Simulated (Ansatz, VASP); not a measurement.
One calculation of AlAs, two programs

Contents of INCAR:

```
SYSTEM = AlAs
ALGO     = Normal         ! electronic algorithm
EDIFF    = 1E-7           ! SCF threshold, eV
EDIFFG   = -0.002         ! ionic threshold
ENCUT    = 500            ! plane-wave cutoff, eV
GGA      = PS             ! functional
GGA_COMPAT= .FALSE.      
IBRION   = 2              ! ionic algorithm
ISIF     = 3              ! what is computed and relaxed
ISMEAR   = 0              ! smearing method
LASPH    = .TRUE.         ! aspherical terms in the spheres
LCHARG   = .FALSE.        ! write CHGCAR
LREAL    = .FALSE.        ! projectors in reciprocal space
LWAVE    = .FALSE.        ! write WAVECAR
NELM     = 120            ! most SCF steps
NELMIN   = 4            
NSW      = 100            ! ionic steps
PREC     = Accurate       ! precision mode
SIGMA    = 0.02           ! smearing width, eV
```

File KPOINTS:

```
k-points
0
G
  8 8 8
  0 0 0
```

The input POSCAR:

```
AlAs
1.0
    0.0000000000      2.8305000000      2.8305000000
    2.8305000000      0.0000000000      2.8305000000
    2.8305000000      2.8305000000      0.0000000000
Al As
1 1
Direct
    0.0000000000      0.0000000000      0.0000000000
    0.2500000000      0.2500000000      0.2500000000
```

Input for Ansatz:

```yaml
crystal:
  lattice:
    - [0.0, 2.8305, 2.8305]
    - [2.8305, 0.0, 2.8305]
    - [2.8305, 2.8305, 0.0]
  atoms:
    - { symbol: Al, position: [0.0, 0.0, 0.0] }
    - { symbol: As, position: [0.25, 0.25, 0.25] }
basis:
  ecutwfc: 600.0
kpoints:
  mp_grid: { grid: [8, 8, 8] }
hamiltonian:
  xc: pbesol
  pseudopotentials: { kind: paw, azcp: { folder: soft_1 } }
scf:
  occupations: { method: gaussian, width: 0.02 }
output:
  forces: true
  stress: true
  eigenvalues: true
relax:
  adjacent_minimum: "off"
  f_tol: 0.002
  max_steps: 80
  cell: { stress_tol: 0.02 }
```

Alike in both runs: task relaxation of cell and atoms; functional PBEsol; k mesh 8 × 8 × 8; occupations gaussian, width 0.02 eV; no spin polarisation.

|  | VASP | Ansatz |
| --- | --- | --- |
| version | VASP 6.6.1 | Ansatz 0.2.0 |
| potentials or method | VASP PAW PBE potentials, release 64 (Al, As), cutoff 500 eV | scalar-relativistic, plane waves, PAW |
| valence electrons in the cell | 8 | 18 |

```tsv
	VASP	Ansatz	Ansatz less VASP
gap on the k mesh at the Fermi level, each at its own relaxed structure (eV)	1.34	1.34	+0.005
relaxed volume (Å³/atom)	22.93	22.84	-0.087
relaxed cell length with the largest relative difference (Å)	4.018	4.012	-0.0051
```

VASP's potentials were made for PBE, not for PBEsol, and Ansatz warns of the same on its side. VASP's potentials hold 8 valence electrons a cell and Ansatz's 18, so a difference there can come from the potentials and not from the codes.
